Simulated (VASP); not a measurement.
Wanted: the native input for a VASP 6.6.1 run.

| Property | Result |
| --- | --- |
| Task | single point |
| Functional | PBE |
| Potentials or basis | VASP PAW PBE potentials, release 64 (Mo_sv) |
| Cutoff | 520 eV |
| k mesh | 15 × 15 × 7 |
| Occupations | fermi-dirac, width 0.1 eV |
| Spin | no spin polarisation |
| Dipole correction | no |
| Further INCAR settings | ALGO = Normal; EDIFF = 1e-06; NBANDS = 21 |

The structure of Mo lies in POSCAR:

```
Mo
1.0
    2.7597763904      0.0000000000      0.0000000000
   -1.3798881952      2.3900364628      0.0000000000
    0.0000000000      0.0000000000      4.8864518815
Mo
2
Direct
    0.3333333333      0.6666666667      0.2500000000
    0.6666666667      0.3333333333      0.7500000000
```

One way to write it, as run:

INCAR

```
SYSTEM = Mo
PREC = Accurate ; ENCUT = 520
EDIFF = 1E-6 ; ISMEAR = -1
SIGMA = 0.1 ; LREAL = .FALSE.
LASPH = .TRUE. ; NELM = 80
ALGO = Normal ; ISIF = 2
LWAVE = .FALSE. ; LCHARG = .FALSE.
GGA = PE ; NBANDS = 21
```

KPOINTS

```
Automatic mesh
0
G
  15 15 7
  0 0 0
```

Potentials or basis: VASP PAW PBE potentials, release 64 (Mo_sv).

The run is started by

```console
$ cat potpaw_PBE.64/Mo_sv/POTCAR > POTCAR
$ mpirun -np 1 vasp_std > vasp.out
```

Results of the run:

- Pressure: 0.4 GPa
- Band gap on the k mesh: zero (band 14 reaches 12.97 eV, above the bottom of band 15 at 11.27 eV)

It used 36 s of CPU time on 1 thread of Intel Xeon 6975P-C, on a shared host.
